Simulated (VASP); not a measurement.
# TiO (P-62m) in VASP: a series of runs

The runs below take TiO through relaxation of shape and atoms at fixed volume, relaxation of cell and atoms, with PBEsol.

Program: VASP 6.6.1. These are calculated values, not measurements. Logs are shortened: lines on timing, memory, paths and dates and some standing lists are left out, and cuts for length are marked.

### Step 1. The cell of the first run

Symmetry: P-62m, No. 189, hexagonal system. The conventional cell has a = 5.056 Å, b = 5.056 Å, c = 2.891 Å, α = 90.00°, β = 90.00°, γ = 120.00°. Within 3.0 Å of Ti (site symmetry -6) lie 6 O at 2.12 Å and 5 Ti at 2.89 to 2.92 Å. Ti (site symmetry -62m) has 3 O at 1.99 Å within 2.6 Å. O (site symmetry m2m) has 5 Ti at 1.99 to 2.12 Å and 4 O at 2.69 Å within 2.7 Å.

### Step 2. Relaxation of shape and atoms at fixed volume, PBEsol (10.67 Å³/atom)

INCAR

```
  PREC = Accurate
  ENCUT = 600
  EDIFF = 1E-6
  ISMEAR = 0
  SIGMA = 0.1
  LREAL = F
  LASPH = T
  NELM = 60
  ALGO = Normal
  ISIF = 4
  LWAVE = F
  LCHARG = F
  GGA = PS
  IBRION = 2
  NSW = 50
  EDIFFG = -0.01
```

KPOINTS

```
regular mesh
0
Gamma
  12 12 12
```

POSCAR

```
TiO
1.0
    5.0562627612      0.0000000000      0.0000000000
   -2.5281313806      4.3788519994      0.0000000000
    0.0000000000      0.0000000000      2.8909327408
Ti O
3 3
Direct
    0.6666666667      0.3333333333      0.5000000000
    0.3333333333      0.6666666667      0.5000000000
    0.0000000000      0.0000000000      0.0000000000
    0.6065419289      0.6065419289      0.0000000000
    0.3934580711      0.0000000000      0.0000000000
    0.0000000000      0.3934580711      0.0000000000
```

Potentials or basis: VASP PAW PBE potentials, release 64 (Ti_sv, O).

Launch:

```console
> cat potpaw_PBE.64/Ti_sv/POTCAR potpaw_PBE.64/O/POTCAR > POTCAR
> mpirun -np 1 vasp_std > vasp.out
```

OUTCAR:

```text
PREC = Accurate
   ENCUT = 600
   EDIFF = 1E-6
   ISMEAR = 0
   LREAL = F
   LASPH = T
   NELM = 60
   ISIF = 4
   GGA = PS
   IBRION = 2
   NSW = 50
   EDIFFG = -0.01

 ion  position               nearest neighbor table
   1  0.667  0.333  0.500-   6 2.12   6 2.12   5 2.12   5 2.12   4 2.12   4 2.12   2 2.92   2 2.92
                             2 2.92
   2  0.333  0.667  0.500-   5 2.12   5 2.12   6 2.12   6 2.12   4 2.12   4 2.12   1 2.92   1 2.92
                             1 2.92
   3  0.000  0.000  0.000-   4 1.99   6 1.99   5 1.99
   4  0.607  0.607  0.000-   3 1.99   1 2.12   1 2.12   2 2.12   2 2.12
   5  0.393  0.000  0.000-   3 1.99   2 2.12   2 2.12   1 2.12   1 2.12
   6  0.000  0.393  0.000-   3 1.99   1 2.12   1 2.12   2 2.12   2 2.12

  LATTYP: Found a hexagonal cell.
 ALAT       =     5.0562627612
 C/A-ratio  =     0.5717528691

  Lattice vectors:

 A1 = (   5.0562627612,   0.0000000000,   0.0000000000)
 A2 = (  -2.5281313806,   4.3788519994,   0.0000000000)
 A3 = (   0.0000000000,   0.0000000000,   2.8909327408)

Analysis of symmetry for initial positions (statically):
=====================================================================
 Subroutine PRICEL returns:
 Original cell was already a primitive cell.

 Routine SETGRP: Setting up the symmetry group for a
 hexagonal supercell.

 Subroutine GETGRP returns: Found 12 space group operations
 (whereof 12 operations were pure point group operations)
 out of a pool of 24 trial point group operations.

The static configuration has the point symmetry D_3h.

Analysis of symmetry for dynamics (positions and initial velocities):
=====================================================================
 Subroutine PRICEL returns:
 Original cell was already a primitive cell.

 Routine SETGRP: Setting up the symmetry group for a
 hexagonal supercell.

 Subroutine GETGRP returns: Found 12 space group operations
 (whereof 12 operations were pure point group operations)
 out of a pool of 24 trial point group operations.

The dynamic configuration has the point symmetry D_3h.

 Subroutine INISYM returns: Found 12 space group operations
 (whereof 12 operations are pure point group operations),
 and found     1 'primitive' translations

----------------------------------------------------------------------------------------

                                     Primitive cell

  volume of cell :      64.0071

  direct lattice vectors                    reciprocal lattice vectors
     5.056262761  0.000000000  0.000000000     0.197774532  0.114185179  0.000000000
    -2.528131381  4.378851999  0.000000000     0.000000000  0.228370358  0.000000000
     0.000000000  0.000000000  2.890932741     0.000000000  0.000000000  0.345909120

  length of vectors
     5.056262761  5.056262761  2.890932741     0.228370358  0.228370358  0.345909120

  position of ions in fractional coordinates (direct lattice)
     0.666666667  0.333333333  0.500000000
     0.333333333  0.666666667  0.500000000
     0.000000000  0.000000000  0.000000000
     0.606541929  0.606541929  0.000000000
     0.393458071  0.000000000  0.000000000
     0.000000000  0.393458071  0.000000000

  ion indices of the primitive-cell ions
   primitive index   ion index
                 1           1
                 2           2
                 3           3
                 4           4
                 5           5
                 6           6

----------------------------------------------------------------------------------------

 KPOINTS: regular mesh

Automatic generation of k-mesh.
 Grid dimensions read from file:
 generate k-points for:   12   12   12

 Generating k-lattice:

  Cartesian coordinates                     Fractional coordinates (reciprocal lattice)
     0.016481211  0.009515432  0.000000000     0.083333333 -0.000000000  0.000000000
     0.000000000  0.019030863  0.000000000     0.000000000  0.083333333  0.000000000
     0.000000000  0.000000000  0.028825760     0.000000000  0.000000000  0.083333333

  Length of vectors
     0.019030863  0.019030863  0.028825760

  Shift w.r.t. Gamma in fractional coordinates (k-lattice)
     0.000000000  0.000000000  0.000000000

 Subroutine IBZKPT returns following result:
 ===========================================

 Found    133 irreducible k-points:

 Following reciprocal coordinates:
            Coordinates               Weight
  0.000000  0.000000  0.000000      1.000000
  0.083333  0.000000  0.000000      6.000000
  0.166667  0.000000  0.000000      6.000000
  0.250000  0.000000  0.000000      6.000000
  0.333333 -0.000000  0.000000      6.000000
  0.416667  0.000000  0.000000      6.000000
[... 16 lines left out ...]
  0.250000  0.000000  0.083333     12.000000
  0.333333 -0.000000  0.083333     12.000000
 [... further k-points ...]
   k-points           NKPTS =    133   k-points in BZ     NKDIM =    133   number of bands    NBANDS=     32
   number of dos      NEDOS =    301   number of ions     NIONS =      6
   total plane-waves  NPLWV =  38400
   dimension x,y,z NGX =    40 NGY =   40 NGZ =   24
   dimension x,y,z NGXF=    80 NGYF=   80 NGZF=   48
   ions per type =               3   3
   NGX,Y,Z   is equivalent  to a cutoff of  13.15, 13.15, 13.80 a.u.
   NGXF,Y,Z  is equivalent  to a cutoff of  26.30, 26.30, 27.60 a.u.
 SYSTEM =  unknown system
   PREC   = accura    normal or accurate (medium, high low for compatibility)
   ISTART =      0    job   : 0-new  1-cont  2-samecut
   ICHARG =      2    charge: 1-file 2-atom 10-const
   ISPIN  =      1    spin polarized calculation?
   LNONCOLLINEAR =      F non collinear calculations
   LSORBIT =      F    spin-orbit coupling
   LASPH  =      T    aspherical Exc in radial PAW
   ENCUT  =  600.0 eV  44.10 Ry    6.64 a.u.  10.10 10.10  5.77*2*pi/ulx,y,z
   NELM   =     60;   NELMIN=  2; NELMDL= -5     # of ELM steps
   EDIFF  = 0.1E-05   stopping-criterion for ELM
   LREAL  =      F    real-space projection
   EDIFFG = -.1E-01   stopping-criterion for IOM
   NSW    =     50    number of steps for IOM
   IBRION =      2    ionic relax: 0-MD 1-quasi-New 2-CG
   NFREE  =      1    steps in history (QN), initial steepest desc. (CG)
   ISIF   =      4    stress and relaxation
   ISYM   =      2    0-nonsym 1-usesym 2-fastsym
   POTIM  = 0.5000    time-step for ionic-motion
   TEBEG  =    0.0;   TEEND  =   0.0 temperature during run
   PSTRESS=    0.0 pullay stress
   NELECT =      54.0000    total number of electrons
   NUPDOWN=      -1.0000    fix difference up-down
   EMIN   =  10.00;   EMAX   =-10.00  energy-range for DOS
   EFERMI =   0.00;   METHOD = LEGACY
   ISMEAR =     0;   SIGMA  =   0.10  broadening in eV -4-tet -1-fermi 0-gaus
   EFERMI_NEDOS =   21; number of points for ismear=-14 and -15
   IALGO  =     38    algorithm
   IMIX   =      4    mixing-type and parameters
     AMIX     =   0.40;   BMIX     =  1.00
     AMIX_MAG =   1.60;   BMIX_MAG =  1.00
  volume/ion in A,a.u.               =      10.67        71.99
  Fermi-wavevector in a.u.,A,eV,Ry     =   1.546904  2.923225 32.557558  2.392913
  Thomas-Fermi vector in A             =   2.652074
   LORBIT       =      0    0 simple, 1 ext, 2 COOP (PROOUT), +10 PAW based schemes
   GGA     = PS    functional components
   LHFCALC =     F    Hartree Fock is set to
   AEXX    =    0.0000 exact exchange contribution
   IVDW    =     0    specifies the selected vdW correction
   LEPSILON=     F    determine dielectric tensor
   LRPA    =     F    only Hartree local field effects (RPA)
 conjugate gradient relaxation of ions
 non-spin polarized calculation
 Gauss-broadening in eV      SIGMA  =   0.10
  energy-cutoff  :      600.00
  volume of cell :       64.01
 maximum number of plane-waves:      2165
   NGX = 21   NGY = 21   NGZ = 11

--------------------------------------- Ionic step        1  -------------------------------------------

 number of electron      54.0000005 magnetization

 Free energy of the ion-electron system (eV)
  ---------------------------------------------------
  ext. energy  EPLUGINS =         0.00000000
  ---------------------------------------------------
  free energy    TOTEN  =       -56.75103334 eV

  energy without entropy =      -56.74729916  energy(sigma->0) =      -56.74916625

------------------------ aborting loop because EDIFF is reached ----------------------------------------

  FORCE on cell =-STRESS in cart. coord.  units (eV):
  Direction    XX          YY          ZZ          XY          YZ          ZX
  --------------------------------------------------------------------------------------
  -------------------------------------------------------------------------------------
  Total       -4.7002808     -4.7002808     -4.7047849      0.0000000     -0.0000000      0.0000000
  in kB     -117.6539455   -117.6539455   -117.7666883      0.0000000     -0.0000000      0.0000000
  external PRESSURE =    -117.6915264 kB  Pullay stress =       0.0000000 kB
[... 65 lines left out ...]
  energy  without entropy=      -56.7478288986  energy(sigma->0) =      -56.74970448

--------------------------------------- Ionic step        3  -------------------------------------------

 number of electron      54.0000006 magnetization

 Free energy of the ion-electron system (eV)
  ---------------------------------------------------
  ext. energy  EPLUGINS =         0.00000000
  ---------------------------------------------------
  free energy    TOTEN  =       -56.75166141 eV

  energy without entropy =      -56.74790041  energy(sigma->0) =      -56.74978091

 E-fermi :  10.1445     XC(G=0): -12.5097

 val. band max:       10.1378399472   @ k =   0.1667   0.0000   0.1667
 cond. band min:      10.1523008827   @ k =   0.1667   0.0833   0.4167
 fundamental gap:      0.0144609356
 Fermi energy:        10.1444904354

 k-point     1 :       0.0000    0.0000    0.0000
  band No.  band energies     occupation
      1     -47.9618      2.00000
      2     -47.8931      2.00000
      3     -47.4226      2.00000
      4     -24.4893      2.00000
      5     -24.4893      2.00000
      6     -24.2244      2.00000
[... 829 lines left out ...]
     31      11.1882      0.00000
     32      11.2821      0.00000

 [... further k-points ...]

------------------------ aborting loop because EDIFF is reached ----------------------------------------

  FORCE on cell =-STRESS in cart. coord.  units (eV):
  Direction    XX          YY          ZZ          XY          YZ          ZX
  --------------------------------------------------------------------------------------
  -------------------------------------------------------------------------------------
  Total       -4.6356560     -4.6356560     -4.7119453      0.0000000      0.0000000      0.0000000
  in kB     -116.0363058   -116.0363058   -117.9459218      0.0000000      0.0000000      0.0000000
  external PRESSURE =    -116.6728444 kB  Pullay stress =       0.0000000 kB
[... 21 lines left out ...]
  FREE ENERGIE OF THE ION-ELECTRON SYSTEM (eV)
  ---------------------------------------------------
  free  energy   TOTEN  =       -56.7516614065 eV

  energy  without entropy=      -56.7479004077  energy(sigma->0) =      -56.74978091

 reached required accuracy - stopping structural energy minimisation
```

It took 4 min on 1 thread of Intel Xeon 6975P-C (Granite Rapids), shared host; peak memory 0.39 GiB.

What came out:

```
Free energy               : -56.7517 eV
Energy gained by relaxing : 0.1 meV/atom
Ionic steps               : 3
Pressure after relaxing   : -11.7 GPa
Band gap on the k mesh    : zero (bands 27 and 28 overlap by 1.43 eV)
```

Stress tensor (GPa, compression positive):
```
-11.60   0.00   0.00
  0.00 -11.60   0.00
  0.00   0.00 -11.79
```

The path:
| step | energy change (eV) | largest force (eV/Å) | pressure (GPa) | volume (Å³) |
| --- | --- | --- | --- | --- |
| 1 | 0.0000 | 0.0744 | -11.77 | 64.01 |
| 2 | -0.0005 | 0.0270 | -11.72 | 64.01 |
| 3 | -0.0006 | 0.0007 | -11.67 | 64.01 |

Final structure:
```
CELL_PARAMETERS angstrom
5.05636 0.00000 0.00000
-2.52818 4.37894 0.00000
0.00000 0.00000 2.89082
ATOMIC_POSITIONS crystal
Ti 0.66667 0.33333 0.50000
Ti 0.33333 0.66667 0.50000
Ti 0.00000 0.00000 0.00000
O 0.60766 0.60766 0.00000
O 0.39234 0.00000 0.00000
O 0.00000 0.39234 0.00000
```

Caveat: the PAW data sets were made with another functional, which shifts forces and pressure a little; semilocal functionals often make such compounds metallic where correlation or magnetic order opens a gap, which also shifts bond lengths.

(Part 1 of 2 ends here.)
